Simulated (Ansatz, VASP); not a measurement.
## RbRe: VASP beside Ansatz

```
CELL_PARAMETERS angstrom
3.72262 0.00000 0.00000
0.00000 3.72262 0.00000
0.00000 0.00000 3.72262
ATOMIC_POSITIONS crystal
Rb 0.50000 0.50000 0.50000
Re 0.00000 0.00000 0.00000
```

Alike in both runs: task relaxation of cell and atoms; functional PBE; k mesh 6 × 6 × 6; occupations gaussian, width 0.1 eV; no spin polarisation.

```csv
,VASP,Ansatz
version,VASP 6.6.1,Ansatz 0.2.0
potentials or method,"VASP PAW PBE potentials, release 64 (Rb_sv, Re_sv_GW), cutoff 500 eV","scalar-relativistic, plane waves, PAW"
valence electrons in the cell,24,24
```

```csv
,VASP,Ansatz,Ansatz less VASP
"gap on the k mesh at the Fermi level, each at its own relaxed structure (eV)",none,none,-
relaxed volume (Å³/atom),25.79,26.13,+0.335
relaxed length of the cell vector where the two differ most in proportion (Å),3.723,3.739,+0.0160
```

A gap of «none» marks a metal or a gap that the smearing closes.

Neither program's run includes spin-orbit coupling. Noted on VASP's run: the relaxation stopped at its first step, so nothing moved.
